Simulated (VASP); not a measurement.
Write the native input for VASP 6.6.1 that does the following.

| Quantity | Value |
| --- | --- |
| Task | single point |
| Functional | r2SCAN |
| Potentials or basis | VASP PAW PBE potentials, release 64 (Zn, Se) |
| Cutoff | 550 eV |
| k mesh | 6 × 6 × 6 |
| Occupations | gaussian, width 0.05 eV |
| Spin | no spin polarisation |
| Dipole correction | no |
| Further INCAR settings | ALGO = Normal; EDIFF = 1e-06; NBANDS = 16 |

The system is ZnSe.

```
Zn Se
1.0
     0.00000    2.86675    2.86675
     2.86675    0.00000    2.86675
     2.86675    2.86675    0.00000
Zn Se
1 1
Cartesian
  0.0000 0.0000 0.0000
  1.4334 1.4334 1.4334
```

These files were run (other wordings do the same):

POSCAR

```
ZnSe
1.0
    0.0000000000      2.8667540572      2.8667540572
    2.8667540572      0.0000000000      2.8667540572
    2.8667540572      2.8667540572      0.0000000000
Zn Se
1 1
Direct
    0.0000000000      0.0000000000      0.0000000000
    0.2500000000      0.2500000000      0.2500000000
```

INCAR.step1

```
SYSTEM = ZnSe
  PREC = Accurate
  ENCUT = 550
  ISMEAR = 0
  SIGMA = 0.05
  LREAL = .FALSE.
  LASPH = .TRUE.
  NELM = 120
  NBANDS = 16
  GGA = PE
  ALGO = Normal
  EDIFF = 1E-5
  LWAVE = .TRUE.
  LCHARG = .FALSE.
  GGA_COMPAT = .FALSE.
```

INCAR.step2

```
SYSTEM = ZnSe
  PREC = Accurate
  ENCUT = 550
  EDIFF = 1E-6
  ISMEAR = 0
  SIGMA = 0.05
  LREAL = .FALSE.
  LASPH = .TRUE.
  NELM = 120
  ALGO = Normal
  ISIF = 2
  LWAVE = .FALSE.
  LCHARG = .FALSE.
  METAGGA = R2SCAN
  LMIXTAU = .TRUE.
  NBANDS = 16
  ISTART = 1
  GGA_COMPAT = .FALSE.
```

KPOINTS

```
Automatic mesh
0
G
  6 6 6
  0 0 0
```

Potentials or basis: VASP PAW PBE potentials, release 64 (Zn, Se).

Command:

```bash
$ cat potpaw_PBE.64/Zn/POTCAR potpaw_PBE.64/Se/POTCAR > POTCAR
$ cp INCAR.step1 INCAR
$ mpirun -np 1 vasp_std > vasp.out
$ cp INCAR.step2 INCAR
$ mpirun -np 1 vasp_std > vasp.out
```

Results of the run:

The pressure is -2.1 GPa and the band gap on the k mesh is 1.72 eV.

Caveat: the PAW data sets were made with another functional, which shifts forces and pressure a little.

It took 53 s on 1 thread of Intel(R) Xeon(R) Platinum 8259CL CPU @ 2.50GHz (Skylake/Cascade Lake), on a shared host, peak memory 0.19 GiB.
